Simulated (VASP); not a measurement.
# GaN (P6_3mc) in VASP: further runs, part 3 of 3

VASP 6.6.1. Earlier steps stand in the parts before.

### Step 6. Single point, PBE

This run uses another cell than the first one, of the same volume but with other edges.

Contents of INCAR:

```
SYSTEM = GaN
  ALGO = Normal
  EDIFF = 1E-6
  ENCUT = 520
  GGA = PE
  ISIF = 2
  ISMEAR = 0
  LASPH = .True.
  LCHARG = .False.
  LREAL = .False.
  LWAVE = .False.
  NBANDS = 26
  NELM = 80
  PREC = Accurate
  SIGMA = 0.05
```

Contents of KPOINTS:

```
k-points
0
Gamma
  12 12 6
  0 0 0
```

Contents of POSCAR:

```
GaN
1.0
    2.9137075290      0.0000000000      0.0000000000
   -1.4568537645      2.5233447393      0.0000000000
    0.0000000000      0.0000000000      6.1534211046
Ga N
2 2
Direct
    0.3333333333      0.6666666667      0.0000000000
    0.6666666667      0.3333333333      0.5000000000
    0.3333333333      0.6666666667      0.3750000000
    0.6666666667      0.3333333333      0.8750000000
```

Potentials or basis: VASP PAW PBE potentials, release 64 (Ga_d, N).

Run with:

```sh
cat potpaw_PBE.64/Ga_d/POTCAR potpaw_PBE.64/N/POTCAR > POTCAR
mpirun -np 1 vasp_std > vasp.out
```

OUTCAR:

```text
SYSTEM = GaN
   EDIFF = 1E-6
   ENCUT = 520
   GGA = PE
   ISIF = 2
   ISMEAR = 0
   LASPH = .True.
   LREAL = .False.
   NELM = 80
   PREC = Accurate

 ion  position               nearest neighbor table
   1  0.333  0.667  0.000-   4 1.85   4 1.85   4 1.85   3 2.31
   2  0.667  0.333  0.500-   3 1.85   3 1.85   3 1.85   4 2.31
   3  0.333  0.667  0.375-   2 1.85   2 1.85   2 1.85   1 2.31
   4  0.667  0.333  0.875-   1 1.85   1 1.85   1 1.85   2 2.31

  LATTYP: Found a hexagonal cell.
 ALAT       =     2.9137075290
 C/A-ratio  =     2.1118870180

  Lattice vectors:

 A1 = (   2.9137075290,   0.0000000000,   0.0000000000)
 A2 = (  -1.4568537645,   2.5233447393,   0.0000000000)
 A3 = (   0.0000000000,   0.0000000000,   6.1534211046)

Analysis of symmetry for initial positions (statically):
=====================================================================
 Subroutine PRICEL returns:
 Original cell was already a primitive cell.

 Routine SETGRP: Setting up the symmetry group for a
 hexagonal supercell.

 Subroutine GETGRP returns: Found 12 space group operations
 (whereof  6 operations were pure point group operations)
 out of a pool of 24 trial point group operations.

The static configuration has the point symmetry C_3v.
 The point group associated with its full space group is C_6v.

Analysis of symmetry for dynamics (positions and initial velocities):
=====================================================================
 Subroutine PRICEL returns:
 Original cell was already a primitive cell.

 Routine SETGRP: Setting up the symmetry group for a
 hexagonal supercell.

 Subroutine GETGRP returns: Found 12 space group operations
 (whereof  6 operations were pure point group operations)
 out of a pool of 24 trial point group operations.

The dynamic configuration has the point symmetry C_3v.
 The point group associated with its full space group is C_6v.

 Subroutine INISYM returns: Found 12 space group operations
 (whereof  6 operations are pure point group operations),
 and found     1 'primitive' translations

----------------------------------------------------------------------------------------

                                     Primitive cell

  volume of cell :      45.2417

  direct lattice vectors                    reciprocal lattice vectors
     2.913707529  0.000000000  0.000000000     0.343205346  0.198149699  0.000000000
    -1.456853764  2.523344739  0.000000000     0.000000000  0.396299398  0.000000000
     0.000000000  0.000000000  6.153421105     0.000000000  0.000000000  0.162511225

  length of vectors
     2.913707529  2.913707529  6.153421105     0.396299398  0.396299398  0.162511225

  position of ions in fractional coordinates (direct lattice)
     0.333333333  0.666666667  0.000000000
     0.666666667  0.333333333  0.500000000
     0.333333333  0.666666667  0.375000000
     0.666666667  0.333333333  0.875000000

  ion indices of the primitive-cell ions
   primitive index   ion index
                 1           1
                 2           2
                 3           3
                 4           4

----------------------------------------------------------------------------------------

 KPOINTS: k-points

Automatic generation of k-mesh.
 Grid dimensions read from file:
 generate k-points for:   12   12    6

 Generating k-lattice:

  Cartesian coordinates                     Fractional coordinates (reciprocal lattice)
     0.028600445  0.016512475  0.000000000     0.083333333  0.000000000  0.000000000
     0.000000000  0.033024950  0.000000000     0.000000000  0.083333333  0.000000000
     0.000000000  0.000000000  0.027085204     0.000000000  0.000000000  0.166666667

  Length of vectors
     0.033024950  0.033024950  0.027085204

  Shift w.r.t. Gamma in fractional coordinates (k-lattice)
     0.000000000  0.000000000  0.000000000

 Subroutine IBZKPT returns following result:
 ===========================================

 Found     76 irreducible k-points:

 Following reciprocal coordinates:
            Coordinates               Weight
  0.000000  0.000000  0.000000      1.000000
  0.083333  0.000000  0.000000      6.000000
  0.166667 -0.000000  0.000000      6.000000
  0.250000  0.000000  0.000000      6.000000
  0.333333 -0.000000  0.000000      6.000000
  0.416667 -0.000000  0.000000      6.000000
[... 16 lines left out ...]
  0.250000  0.000000  0.166667     12.000000
  0.333333 -0.000000  0.166667     12.000000
 [... further k-points ...]
   k-points           NKPTS =     76   k-points in BZ     NKDIM =     76   number of bands    NBANDS=     26
   number of dos      NEDOS =    301   number of ions     NIONS =      4
   total plane-waves  NPLWV =  27648
   dimension x,y,z NGX =    24 NGY =   24 NGZ =   48
   dimension x,y,z NGXF=    48 NGYF=   48 NGZF=   96
   ions per type =               2   2
   NGX,Y,Z   is equivalent  to a cutoff of  13.69, 13.69, 12.97 a.u.
   NGXF,Y,Z  is equivalent  to a cutoff of  27.39, 27.39, 25.94 a.u.
 SYSTEM =  GaN
   PREC   = accura    normal or accurate (medium, high low for compatibility)
   ISTART =      0    job   : 0-new  1-cont  2-samecut
   ICHARG =      2    charge: 1-file 2-atom 10-const
   ISPIN  =      1    spin polarized calculation?
   LNONCOLLINEAR =      F non collinear calculations
   LSORBIT =      F    spin-orbit coupling
   LASPH  =      T    aspherical Exc in radial PAW
   ENCUT  =  520.0 eV  38.22 Ry    6.18 a.u.   5.42  5.42 11.44*2*pi/ulx,y,z
   NELM   =     80;   NELMIN=  2; NELMDL= -5     # of ELM steps
   EDIFF  = 0.1E-05   stopping-criterion for ELM
   LREAL  =      F    real-space projection
[... 7 lines left out ...]
   TEBEG  =    0.0;   TEEND  =   0.0 temperature during run
   PSTRESS=    0.0 pullay stress
   NELECT =      36.0000    total number of electrons
   NUPDOWN=      -1.0000    fix difference up-down
   EMIN   =  10.00;   EMAX   =-10.00  energy-range for DOS
   EFERMI =   0.00;   METHOD = LEGACY
   ISMEAR =     0;   SIGMA  =   0.05  broadening in eV -4-tet -1-fermi 0-gaus
   EFERMI_NEDOS =   21; number of points for ismear=-14 and -15
   IALGO  =     38    algorithm
   IMIX   =      4    mixing-type and parameters
     AMIX     =   0.40;   BMIX     =  1.00
     AMIX_MAG =   1.60;   BMIX_MAG =  1.00
  volume/ion in A,a.u.               =      11.31        76.33
  Fermi-wavevector in a.u.,A,eV,Ry     =   1.517036  2.866783 31.312431  2.301399
  Thomas-Fermi vector in A             =   2.626346
   LORBIT       =      0    0 simple, 1 ext, 2 COOP (PROOUT), +10 PAW based schemes
   GGA     = PE    functional components
   LHFCALC =     F    Hartree Fock is set to
   AEXX    =    0.0000 exact exchange contribution
   IVDW    =     0    specifies the selected vdW correction
   LEPSILON=     F    determine dielectric tensor
   LRPA    =     F    only Hartree local field effects (RPA)
 non-spin polarized calculation
 Gauss-broadening in eV      SIGMA  =   0.05
  energy-cutoff  :      520.00
  volume of cell :       45.24
 maximum number of plane-waves:      1253
 NGX is ok and might be reduce to    24

 number of electron      36.0000004 magnetization

 Free energy of the ion-electron system (eV)
  ---------------------------------------------------
  ext. energy  EPLUGINS =         0.00000000
  ---------------------------------------------------
  free energy    TOTEN  =       -22.14665564 eV

  energy without entropy =      -22.14653963  energy(sigma->0) =      -22.14659764

 E-fermi :   6.0006     XC(G=0): -11.7091

 val. band max:        5.9811970044   @ k =   0.0000   0.0000   0.0000
 cond. band min:       6.2754122961   @ k =   0.0833   0.0000   0.0000
 fundamental gap:      0.2942152918
 Fermi energy:         6.0005752752

 k-point     1 :       0.0000    0.0000    0.0000
  band No.  band energies     occupation
      1     -10.9699      2.00000
      2     -10.3651      2.00000
      3      -8.2131      2.00000
      4      -8.2131      2.00000
      5      -8.1917      2.00000
      6      -8.1917      2.00000
[... 18 lines left out ...]
     25      19.0195      0.00000
     26      19.0195      0.00000

 k-point     2 :       0.0833    0.0000    0.0000
  band No.  band energies     occupation
      1     -10.8824      2.00000
      2     -10.3121      2.00000
      3      -8.2101      2.00000
      4      -8.1941      2.00000
      5      -8.1842      2.00000
      6      -8.1710      2.00000
[... 630 lines left out ...]
 k-point    24 :       0.3333   -0.0000    0.1667
  band No.  band energies     occupation
      1     -10.1048      2.00000
      2      -9.9418      2.00000
      3      -8.1319      2.00000
      4      -8.0636      2.00000
      5      -8.0608      2.00000
      6      -8.0069      2.00000
[... 18 lines left out ...]
     25      17.5957      0.00000
     26      19.2141      0.00000

 [... further k-points ...]
[... 5 lines left out ...]
  --------------------------------------------------------------------------------------
  -------------------------------------------------------------------------------------
  Total       14.2083563     14.2083563     -8.8739221      0.0000000      0.0000000      0.0000000
  in kB      503.1705801    503.1705801   -314.2584870      0.0000000      0.0000000      0.0000000
  external PRESSURE =     230.6942244 kB  Pullay stress =       0.0000000 kB

 VOLUME and BASIS-vectors are now :
 -----------------------------------------------------------------------------
  energy-cutoff  :      520.00
  volume of cell :       45.24
      direct lattice vectors                 reciprocal lattice vectors
     2.913707529  0.000000000  0.000000000     0.343205346  0.198149699  0.000000000
    -1.456853764  2.523344739  0.000000000     0.000000000  0.396299398  0.000000000
     0.000000000  0.000000000  6.153421105     0.000000000  0.000000000  0.162511225

 POSITION                                       TOTAL-FORCE (eV/Angst)
 -----------------------------------------------------------------------------------
     -0.00000      1.68223      0.00000        -0.000000      0.000000      0.718308
      1.45685      0.84111      3.07671         0.000000     -0.000000      0.718308
     -0.00000      1.68223      2.30753         0.000000     -0.000000     -0.718308
      1.45685      0.84111      5.38424        -0.000000     -0.000000     -0.718308
 -----------------------------------------------------------------------------------
    total drift:                               -0.000000     -0.000000      0.000241

  FREE ENERGIE OF THE ION-ELECTRON SYSTEM (eV)
  ---------------------------------------------------
  free  energy   TOTEN  =       -22.1466556442 eV

  energy  without entropy=      -22.1465396272  energy(sigma->0) =      -22.14659764
```

stdout:

```text
POSCAR found type information on POSCAR GaN
 POSCAR found :  2 types and       4 ions
 scaLAPACK will be used
 LDA part: xc-table for (Slater+PW92), standard interpolation
 POSCAR, INCAR and KPOINTS ok, starting setup
 FFT: planning ... GRIDC
 FFT: planning ... GRID_SOFT
 FFT: planning ... GRID
 WAVECAR not read
 entering main loop
```

Wall time 37 s (1 thread of Intel Xeon 6975P-C (Granite Rapids), shared host); peak memory 0.21 GiB.

What came out:

* Free energy: -22.1467 eV
* Pressure: 23.1 GPa
* Largest force: 0.718 eV/Å
* Band gap on the k mesh: zero (filled and empty bands touch)

Forces in eV/Å, atoms in the order of the input:
```
Ga   0.000  0.000  0.718
Ga   0.000  0.000  0.718
N    0.000  0.000 -0.718
N    0.000  0.000 -0.718
```

Levels at points of the mesh, in eV from the Fermi level:
```tsv
k point	band 16	band 17	band 18	band 19	band 20	band 21
(0.00, 0.00, 0.00)	-0.39	-0.39	-0.02	-0.02	5.42	7.48
(0.50, 0.00, 0.00)	-2.66	-2.26	-1.54	3.46	4.52	5.18
(0.00, 0.00, 0.50)	-0.21	-0.21	-0.21	3.37	3.37	7.96
(0.50, 0.00, 0.50)	-3.02	-1.91	-1.91	2.77	2.77	6.93
```

### Step 7. Overview

```csv
cell,gap on the mesh (eV),pressure (GPa),largest force (eV/Å)
"a = 3.081, b = 3.081, c = 5.505 Å, angles 90.0, 90.0, 120.0°, 4 atoms",1.49,9.4,0.60
"a = 3.224, b = 3.224, c = 5.027 Å, angles 90.0, 90.0, 120.0°, 4 atoms",1.99,8.0,0.69
"a = 3.129, b = 3.129, c = 5.337 Å, angles 90.0, 90.0, 120.0°, 4 atoms",1.79,7.8,0.33
"a = 3.426, b = 3.426, c = 4.452 Å, angles 90.0, 90.0, 120.0°, 4 atoms",1.93,24.5,6.03
"a = 2.914, b = 2.914, c = 6.153 Å, angles 90.0, 90.0, 120.0°, 4 atoms",none,23.1,0.72
```

Alike in all rows: task single point; level PBE; potentials or basis VASP PAW PBE potentials, release 64 (Ga_d, N); no spin polarisation; k mesh 12 × 12 × 6; cutoff (eV) 520; smearing gaussian 0.05 eV.

Caveats: forces of over 1 eV/Å act on the atoms, so gaps and moduli don't describe the material at rest (some runs).

Total energies depend on the potentials used, so only differences within one code and one set of settings carry meaning.
